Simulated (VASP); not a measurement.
# Be16P in VASP: notebook

The runs below take Be16P through single point, with PBEsol.

All numbers are computed with VASP 6.6.1; they aren't measurements. Logs are shortened: lines on timing, memory, paths and dates and some standing lists are left out, and cuts for length are marked.

### 1 The cell of the first run

The cell holds a slab with vacuum, 17 atoms: a = 4.580 Å, b = 4.580 Å, c = 16.383 Å, α = 90.00°, β = 90.00°, γ = 60.00°.

### 2 Single point, PBEsol

File INCAR:

```
PREC     = Accurate       # precision mode
ENCUT    = 520            # plane-wave cutoff, eV
EDIFF    = 1E-6           # SCF threshold, eV
ISMEAR   = -1             # smearing method
SIGMA    = 0.15           # smearing width, eV
LREAL    = Auto         
LASPH    = True           # aspherical terms in the spheres
NELM     = 100            # most SCF steps
ALGO     = Normal         # electronic algorithm
ISIF     = 2              # what is computed and relaxed
LWAVE    = False          # write WAVECAR
LCHARG   = True           # write CHGCAR
GGA      = PS             # functional
LELF     = True           # ELF
LVHAR    = True         
NBANDS   = 32             # bands
```

File KPOINTS:

```
Automatic mesh
0
Gamma
  5 5 1
```

File POSCAR:

```
Be16P
1.0
    4.5800000000      0.0000000000      0.0000000000
    2.2900000000      3.9663960000      0.0000000000
    0.0000000000      0.0000000000     16.3826450000
Be P
16 1
Direct
   -0.1666666667      0.3333333333      0.0610402044
    0.3333333333      0.3333333333      0.0610402044
   -0.1666666667      0.8333333333      0.0610402044
    0.3333333333      0.8333333333      0.0610402044
   -0.0036178628      0.0039514461      0.1721438144
    0.4998590377      0.0039670774      0.1721770813
   -0.0010748526      0.5023706660      0.1749294452
    0.5001144709      0.4999273900      0.1733637029
   -0.1693925808      0.3427716244      0.2858697726
    0.3269353361      0.3427411181      0.2859156137
   -0.1649512391      0.8301304257      0.2852641316
    0.3294626786      0.8412899267      0.2794798398
   -0.0082689615      0.0026086654      0.3901256482
    0.5061671933      0.0025105915      0.3902392440
    0.0109476234      0.4787562815      0.4042278887
    0.4892999928      0.5219214118      0.3967527222
    0.2947070261      0.9104025418      0.4924027836
```

Potentials or basis: VASP PAW PBE potentials, release 64 (Be, P).

The run is started by

```console
> cat potpaw_PBE.64/Be/POTCAR potpaw_PBE.64/P/POTCAR > POTCAR
> mpirun -np 1 vasp_std > vasp.out
```

OUTCAR:

```text
PREC = Accurate
   ENCUT = 520
   EDIFF = 1E-6
   ISMEAR = -1
   LREAL = Auto
   LASPH = True
   NELM = 100
   ISIF = 2
   GGA = PS

 ion  position               nearest neighbor table
   1  0.833  0.333  0.061-   5 2.24   8 2.27   7 2.29   3 2.29   3 2.29   4 2.29   4 2.29   2 2.29
                             2 2.29
   2  0.333  0.333  0.061-   6 2.24   8 2.27   7 2.29   4 2.29   3 2.29   4 2.29   3 2.29   1 2.29
                             1 2.29
   3  0.833  0.833  0.061-   6 2.25   5 2.25   7 2.28   1 2.29   1 2.29   2 2.29   2 2.29   4 2.29
                             4 2.29
   4  0.333  0.833  0.061-   5 2.26   6 2.26   8 2.27   2 2.29   1 2.29   2 2.29   1 2.29   3 2.29
                             3 2.29
   5  0.996  0.004  0.172-  12 2.20   1 2.24   3 2.25   4 2.26   8 2.27   6 2.27  11 2.28   7 2.29
                             7 2.29   9 2.30   6 2.31   8 2.31
   6  0.500  0.004  0.172-  12 2.20   2 2.24   3 2.25   4 2.26   8 2.27   5 2.27  11 2.28   7 2.29
                             7 2.29  10 2.30   5 2.31   8 2.31
   7  0.999  0.502  0.175-  11 2.23   9 2.24  10 2.24   3 2.28   6 2.29   5 2.29   2 2.29   1 2.29
                             8 2.29   8 2.29   5 2.29   6 2.29
   8  0.500  0.500  0.173-  12 2.20   9 2.26  10 2.26   1 2.27   2 2.27   4 2.27   6 2.27   5 2.27
                             7 2.29   7 2.29   5 2.31   6 2.31
   9  0.831  0.343  0.286-  13 2.18   7 2.24  11 2.24   8 2.26  16 2.27  10 2.27  12 2.29  12 2.29
                             5 2.30  10 2.31  15 2.31  11 2.34
  10  0.327  0.343  0.286-  14 2.18   7 2.24  11 2.24   8 2.26  16 2.27   9 2.27  12 2.29  12 2.29
                             6 2.30   9 2.31  15 2.31  11 2.34
  11  0.835  0.830  0.285-  13 2.16  14 2.16   7 2.23   9 2.24  10 2.24   6 2.28   5 2.28  12 2.29
                            12 2.29  10 2.34   9 2.34
  12  0.329  0.841  0.279-   6 2.20   5 2.20   8 2.20  13 2.25  14 2.26  10 2.29   9 2.29  11 2.29
                            11 2.29   9 2.29  10 2.29  16 2.30
  13  0.992  0.003  0.390-  17 2.08  11 2.16   9 2.18  14 2.22  15 2.24  16 2.24  12 2.25  16 2.34
                            14 2.36  15 2.37
  14  0.506  0.003  0.390-  17 2.08  11 2.16  10 2.18  13 2.22  15 2.24  16 2.24  12 2.26  16 2.34
                            13 2.36  15 2.37
  15  0.011  0.479  0.404-  14 2.24  13 2.24  16 2.30  16 2.30  10 2.31   9 2.31  14 2.37  13 2.37

  16  0.489  0.522  0.397-  17 2.20  14 2.24  13 2.24  10 2.27   9 2.27  15 2.30  15 2.30  12 2.30
                            13 2.34  14 2.34
  17  0.295  0.910  0.492-  13 2.08  14 2.08  16 2.20

  LATTYP: Found a hexagonal cell.
 ALAT       =     4.5799996975
 C/A-ratio  =     3.5769969612

  Lattice vectors:

 A1 = (  -2.2900000000,  -3.9663960000,   0.0000000000)
 A2 = (   4.5800000000,   0.0000000000,   0.0000000000)
 A3 = (   0.0000000000,   0.0000000000,  16.3826450000)

Analysis of symmetry for initial positions (statically):
=====================================================================
 Subroutine PRICEL returns:
 Original cell was already a primitive cell.

 Routine SETGRP: Setting up the symmetry group for a
 hexagonal supercell.

 Subroutine GETGRP returns: Found  1 space group operations
 (whereof  1 operations were pure point group operations)
 out of a pool of 24 trial point group operations.

The static configuration has the point symmetry C_1 .

Analysis of symmetry for dynamics (positions and initial velocities):
=====================================================================
 Subroutine PRICEL returns:
 Original cell was already a primitive cell.

 Routine SETGRP: Setting up the symmetry group for a
 hexagonal supercell.

 Subroutine GETGRP returns: Found  1 space group operations
 (whereof  1 operations were pure point group operations)
 out of a pool of 24 trial point group operations.

The dynamic configuration has the point symmetry C_1 .

 Subroutine INISYM returns: Found  1 space group operations
 (whereof  1 operations are pure point group operations),
[... 43 lines left out ...]
   TEBEG  =    0.0;   TEEND  =   0.0 temperature during run
   PSTRESS=    0.0 pullay stress
   NELECT =      37.0000    total number of electrons
   NUPDOWN=      -1.0000    fix difference up-down
   EMIN   =  10.00;   EMAX   =-10.00  energy-range for DOS
   EFERMI =   0.00;   METHOD = LEGACY
   ISMEAR =    -1;   SIGMA  =   0.15  broadening in eV -4-tet -1-fermi 0-gaus
   EFERMI_NEDOS =   21; number of points for ismear=-14 and -15
   IALGO  =     38    algorithm
   IMIX   =      4    mixing-type and parameters
     AMIX     =   0.40;   BMIX     =  1.00
     AMIX_MAG =   1.60;   BMIX_MAG =  1.00
  volume/ion in A,a.u.               =      17.51       118.14
  Fermi-wavevector in a.u.,A,eV,Ry     =   0.817072  1.544042  9.083335  0.667606
  Thomas-Fermi vector in A             =   1.927454
   LORBIT       =      0    0 simple, 1 ext, 2 COOP (PROOUT), +10 PAW based schemes
   GGA     = PS    functional components
   LHFCALC =     F    Hartree Fock is set to
   AEXX    =    0.0000 exact exchange contribution
   IVDW    =     0    specifies the selected vdW correction
   LEPSILON=     F    determine dielectric tensor
   LRPA    =     F    only Hartree local field effects (RPA)
 non-spin polarized calculation
  energy-cutoff  :      520.00
  volume of cell :      297.61
 maximum number of plane-waves:      8057
 NGX is ok and might be reduce to    36
   NGX = 17   NGY = 17   NGZ = 61

 number of electron      37.0000001 magnetization

 Free energy of the ion-electron system (eV)
  ---------------------------------------------------
  ext. energy  EPLUGINS =         0.00000000
  ---------------------------------------------------
  free energy    TOTEN  =       -65.80457219 eV

  energy without entropy =      -65.50332623  energy(sigma->0) =      -65.65394921

 E-fermi :   0.5862     XC(G=0):  -6.3924

 val. band max:        0.5713638048   @ k =   0.0000   0.2000   0.0000
 cond. band min:       0.7140936684   @ k =   0.4000   0.4000   0.0000
 fundamental gap:      0.1427298636
 Fermi energy:         0.5862234538

 k-point     1 :       0.0000    0.0000    0.0000
  band No.  band energies     occupation
      1     -10.4006      2.00000
      2      -9.4693      2.00000
      3      -7.9490      2.00000
      4      -5.8574      2.00000
      5      -3.6367      2.00000
      6      -3.5621      2.00000
[... 418 lines left out ...]
     29       5.9408      0.00000
     30       6.0316      0.00000
 [bands above 30 left out]

------------------------ aborting loop because EDIFF is reached ----------------------------------------

  FORCE on cell =-STRESS in cart. coord.  units (eV):
  Direction    XX          YY          ZZ          XY          YZ          ZX
  --------------------------------------------------------------------------------------
  -------------------------------------------------------------------------------------
  Total       -7.7607623    -11.1116727      0.2347404     -0.0070640     -0.5487304     -0.0155960
  in kB      -41.7800921    -59.8197307      1.2637259     -0.0380290     -2.9540919     -0.0839611
  external PRESSURE =     -33.4453656 kB  Pullay stress =       0.0000000 kB

 VOLUME and BASIS-vectors are now :
 -----------------------------------------------------------------------------
  energy-cutoff  :      520.00
  volume of cell :      297.61
      direct lattice vectors                 reciprocal lattice vectors
     4.580000000  0.000000000  0.000000000     0.218340611 -0.126059022  0.000000000
     2.290000000  3.966396000  0.000000000     0.000000000  0.252118044  0.000000000
     0.000000000  0.000000000 16.382645000     0.000000000  0.000000000  0.061040204

 POSITION                                       TOTAL-FORCE (eV/Angst)
 -----------------------------------------------------------------------------------
      4.58000      1.32213      1.00000        -0.017309      0.088837      0.054838
      2.29000      1.32213      1.00000         0.018919      0.087968      0.056082
      5.72500      3.30533      1.00000         0.000172     -0.044067      0.051515
      3.43500      3.30533      1.00000         0.001527     -0.040496     -0.204744
      4.57248      0.01567      2.82017         0.000005     -0.000731      0.003821
      2.29844      0.01573      2.82072        -0.000954     -0.000955      0.001328
[... 9 lines left out ...]
      3.43619      2.07015      6.49986        -0.000432     -0.019541     -0.005632
      3.43458      3.61102      8.06686         0.000296     -0.055648      0.017728
 -----------------------------------------------------------------------------------
    total drift:                                0.000117     -0.001544      0.000589

  FREE ENERGIE OF THE ION-ELECTRON SYSTEM (eV)
  ---------------------------------------------------
  free  energy   TOTEN  =       -65.8045721902 eV

  energy  without entropy=      -65.5033262269  energy(sigma->0) =      -65.65394921
```

It took 4.9 min on 1 thread of Intel Xeon Platinum 8259CL at 2.50GHz (Skylake/Cascade Lake), shared host; peak memory 0.41 GiB.

What came out:

```yaml
Free_energy: -65.8046 eV
Largest_force: 0.209 eV/Å
```

Forces in eV/Å, atoms in the order of the input:
```
Be  -0.017  0.089  0.055
Be   0.019  0.088  0.056
Be   0.000 -0.044  0.052
Be   0.002 -0.040 -0.205
Be   0.000 -0.001  0.004
Be  -0.001 -0.001  0.001
Be   0.000 -0.002  0.002
Be   0.000 -0.001 -0.001
Be  -0.001 -0.004  0.002
Be   0.001 -0.004  0.000
Be   0.000  0.000 -0.003
Be   0.001 -0.002  0.001
Be  -0.005 -0.004  0.005
Be   0.004 -0.003  0.000
Be  -0.002  0.004  0.019
Be   0.000 -0.020 -0.006
P    0.000 -0.056  0.018
```

Levels at points of the mesh, in eV from the Fermi level:
```csv
k point,band 16,band 17,band 18,band 19,band 20,band 21
"(0.00, 0.00, 0.00)",-1.99,-1.93,-1.85,-1.33,-0.52,1.57
```

Caveat: the PAW data sets were made with another functional, which shifts forces and pressure a little.

### 3 Single point, PBEsol

File INCAR:

```
SYSTEM = Be16P
PREC     = Accurate       ! precision mode
ENCUT    = 520            ! plane-wave cutoff, eV
EDIFF    = 1E-6           ! SCF threshold, eV
ISMEAR   = -1             ! smearing method
SIGMA    = 0.15           ! smearing width, eV
LREAL    = Auto         
LASPH    = .True.         ! aspherical terms in the spheres
NELM     = 100            ! most SCF steps
ALGO     = Normal         ! electronic algorithm
ISIF     = 2              ! what is computed and relaxed
LWAVE    = .False.        ! write WAVECAR
LCHARG   = .True.         ! write CHGCAR
GGA      = PS             ! functional
LELF     = .True.         ! ELF
LVHAR    = .True.       
NBANDS   = 32             ! bands
```

File KPOINTS:

```
Automatic mesh
0
Gamma
  5 5 1
  0 0 0
```

File POSCAR:

```
Be16P
1.0
    4.5800000000      0.0000000000      0.0000000000
    2.2900000000      3.9663960000      0.0000000000
    0.0000000000      0.0000000000     16.3826450000
Be P
16 1
Direct
   -0.1666666667      0.3333333333      0.0610402044
    0.3333333333      0.3333333333      0.0610402044
   -0.1666666667      0.8333333333      0.0610402044
    0.3333333333      0.8333333333      0.0610402044
   -0.0034744072      0.0046619147      0.1721767151
    0.4996426905      0.0045940950      0.1721269062
   -0.0015991420      0.5038773234      0.1742312063
    0.4994338488      0.5018903811      0.1742605666
   -0.1724087712      0.3462205993      0.2853489775
    0.3273331809      0.3462511055      0.2852439273
   -0.1654712678      0.8325822737      0.2857786395
    0.3276144551      0.8460889936      0.2801934608
   -0.0142999424      0.0084915878      0.3903015050
    0.5081266439      0.0084711663      0.3900299982
    0.0126984526      0.4763563699      0.4025311542
    0.4807378562      0.5401745060      0.4005978278
    0.2553319314      0.9938405041      0.4928464238
```

Potentials or basis: VASP PAW PBE potentials, release 64 (Be, P).

The run is started by

```console
> cat potpaw_PBE.64/Be/POTCAR potpaw_PBE.64/P/POTCAR > POTCAR
> mpirun -np 1 vasp_std > vasp.out
```

Run time: 4.9 min. Hardware: 1 thread of Intel Xeon Platinum 8259CL at 2.50GHz (Skylake/Cascade Lake), shared host; peak memory 0.41 GiB.

Results (log left out):

- Free energy: -65.7645 eV
- Largest force: 0.204 eV/Å

Forces in eV/Å, atoms in the order of the input:
```
Be  -0.072  0.119  0.034
Be   0.078  0.121  0.031
Be   0.006 -0.023  0.053
Be   0.002 -0.078 -0.171
Be   0.000  0.006  0.002
Be  -0.002  0.007  0.002
Be   0.000  0.001  0.009
Be   0.001  0.002 -0.005
Be   0.001  0.013  0.013
Be   0.000  0.011  0.012
Be   0.000  0.006 -0.008
Be   0.002  0.014 -0.006
Be  -0.026  0.002 -0.015
Be   0.020  0.005 -0.012
Be   0.000 -0.015  0.054
Be   0.003  0.012  0.002
P   -0.013 -0.204  0.004
```

Levels at points of the mesh, in eV from the Fermi level:
```csv
k point,band 16,band 17,band 18,band 19,band 20,band 21
"(0.00, 0.00, 0.00)",-1.97,-1.94,-1.89,-1.63,-0.28,1.18
```

Caveat: the PAW data sets were made with another functional, which shifts forces and pressure a little.

### 4 Single point, PBEsol

File INCAR:

```
ALGO     = Normal         # electronic algorithm
EDIFF    = 1E-7           # SCF threshold, eV
ENCUT    = 520            # plane-wave cutoff, eV
GGA      = PS             # functional
ISIF     = 2              # what is computed and relaxed
ISMEAR   = -1             # smearing method
LASPH    = T              # aspherical terms in the spheres
LCHARG   = F              # write CHGCAR
LREAL    = Auto         
LWAVE    = F              # write WAVECAR
NBANDS   = 32             # bands
NELM     = 100            # most SCF steps
PREC     = Accurate       # precision mode
SIGMA    = 0.15           # smearing width, eV
```

File KPOINTS:

```
k-points
0
Gamma
  5 5 1
```

File POSCAR:

```
Be16P
1.0
    4.5800000000      0.0000000000      0.0000000000
    2.2900000000      3.9663960000      0.0000000000
    0.0000000000      0.0000000000     16.3826450000
Be P
16 1
Direct
   -0.1666666667      0.3333333333      0.0610402044
    0.3333333333      0.3333333333      0.0610402044
   -0.1666666667      0.8333333333      0.0610402044
    0.3333333333      0.8333333333      0.0610402044
   -0.0020715214      0.0020373659      0.1724289942
    0.5008035292      0.0017872648      0.1722102872
   -0.0011908004      0.5026217755      0.1733172513
    0.4999985709      0.5007530766      0.1748036413
   -0.1704964834      0.3407226611      0.2843856410
    0.3303607523      0.3405950893      0.2838536146
   -0.1644153763      0.8313665605      0.2864734602
    0.3300557840      0.8409495673      0.2811574688
   -0.0093147867      0.0070313201      0.3920940117
    0.5065916584      0.0059083864      0.3908793727
    0.0081905539      0.4852437830      0.3984364552
    0.4843528319      0.5308620218      0.4007528088
    0.2181800158      1.0775696627      0.4943853694
```

The run is started by

```console
> cat potpaw_PBE.64/Be/POTCAR potpaw_PBE.64/P/POTCAR > POTCAR
> mpirun -np 1 vasp_std > vasp.out
```

Run time: 5.7 min. Hardware: 1 thread of Intel Xeon Platinum 8259CL at 2.50GHz (Skylake/Cascade Lake), shared host; peak memory 0.42 GiB.

It converged, with:

| Property | Result |
| --- | --- |
| Free energy | -65.6630 eV |
| Largest force | 0.241 eV/Å |

Forces in eV/Å, atoms in the order of the input:
```
Be  -0.115  0.102  0.011
Be   0.118  0.109 -0.006
Be   0.010 -0.013  0.055
Be  -0.003 -0.128 -0.116
Be   0.000  0.007 -0.001
Be  -0.001  0.009  0.004
Be   0.001  0.002  0.010
Be   0.003  0.000 -0.004
Be   0.003  0.020  0.019
Be   0.005  0.017  0.022
Be   0.002  0.002 -0.007
Be   0.006  0.024 -0.008
Be  -0.053  0.010 -0.040
Be   0.038  0.021 -0.024
Be   0.003 -0.013  0.063
Be   0.018  0.071  0.020
P   -0.036 -0.239  0.002
```

Levels at points of the mesh, in eV from the Fermi level:
| k point | band 14 | band 15 | band 16 | band 17 | band 18 | band 19 | band 20 | band 21 | band 22 | band 23 |
| --- | --- | --- | --- | --- | --- | --- | --- | --- | --- | --- |
| (0.00, 0.00, 0.00) | -2.69 | -1.98 | -1.98 | -1.96 | -1.92 | -1.31 | -0.26 | 0.87 | 2.33 | 2.43 |

Caveat: the PAW data sets were made with another functional, which shifts forces and pressure a little.

### 5 Single point, PBEsol

File INCAR:

```
SYSTEM = Be16P
PREC = Accurate
ENCUT = 520
EDIFF = 1E-6
ISMEAR = -1
SIGMA = 0.15
LREAL = Auto
LASPH = .True.
NELM = 100
ALGO = Normal
ISIF = 2
LWAVE = .False.
LCHARG = .True.
GGA = PS
LELF = .True.
LVHAR = .True.
NBANDS = 32
```

File KPOINTS:

```
Automatic mesh
0
Gamma
  5 5 1
  0 0 0
```

File POSCAR:

```
Be16P
1.0
    4.5800000000      0.0000000000      0.0000000000
    2.2900000000      3.9663960000      0.0000000000
    0.0000000000      0.0000000000     16.3826450000
Be P
16 1
Direct
   -0.1666666667      0.3333333333      0.0610402044
    0.3333333333      0.3333333333      0.0610402044
   -0.1666666667      0.8333333333      0.0610402044
    0.3333333333      0.8333333333      0.0610402044
   -0.0011847279     -0.0014209373      0.1733131616
    0.5008111814     -0.0025756379      0.1722104703
   -0.0020597500      0.5000461376      0.1724296046
    0.5000062368      0.4992582687      0.1748058387
   -0.1704838731      0.3297913269      0.2843793539
    0.3300712009      0.3290148034      0.2811632066
   -0.1644164652      0.8330386073      0.2864747420
    0.3303760616      0.8290644706      0.2838475106
    0.0081407934      0.0065210332      0.3984078883
    0.5065634143     -0.0124687500      0.3908868196
   -0.0092668558      0.5022284714      0.3921077457
    0.4843905692      0.4848393857      0.4007437139
    0.2179246472      1.2039266881      0.4943928773
```

The run is started by

```console
> cat potpaw_PBE.64/Be/POTCAR potpaw_PBE.64/P/POTCAR > POTCAR
> mpirun -np 1 vasp_std > vasp.out
```

Run time: 5.9 min. Hardware: 1 thread of Intel Xeon Platinum 8259CL at 2.50GHz (Skylake/Cascade Lake), shared host; peak memory 0.41 GiB.

Results (log left out):

```yaml
Free_energy: -65.6624 eV
Largest_force: 0.240 eV/Å
```

Forces in eV/Å, atoms in the order of the input:
```
Be  -0.146  0.049  0.011
Be   0.109  0.067 -0.116
Be   0.016 -0.002  0.055
Be  -0.035 -0.157 -0.006
Be  -0.001 -0.002  0.010
Be  -0.008 -0.004  0.004
Be  -0.006 -0.004 -0.001
Be   0.001 -0.003 -0.004
Be  -0.016 -0.012  0.019
Be  -0.018 -0.017 -0.007
Be  -0.001 -0.003 -0.006
Be  -0.012 -0.013  0.021
Be   0.013  0.004  0.063
Be   0.001 -0.043 -0.024
Be  -0.035  0.041 -0.040
Be  -0.051 -0.051  0.020
P    0.188  0.150  0.002
```

Levels at points of the mesh, in eV from the Fermi level:
```csv
k point,band 15,band 16,band 17,band 18,band 19,band 20,band 21,band 22
"(0.00, 0.00, 0.00)",-1.98,-1.98,-1.96,-1.92,-1.31,-0.26,0.87,2.33
```

Caveat: the PAW data sets were made with another functional, which shifts forces and pressure a little.
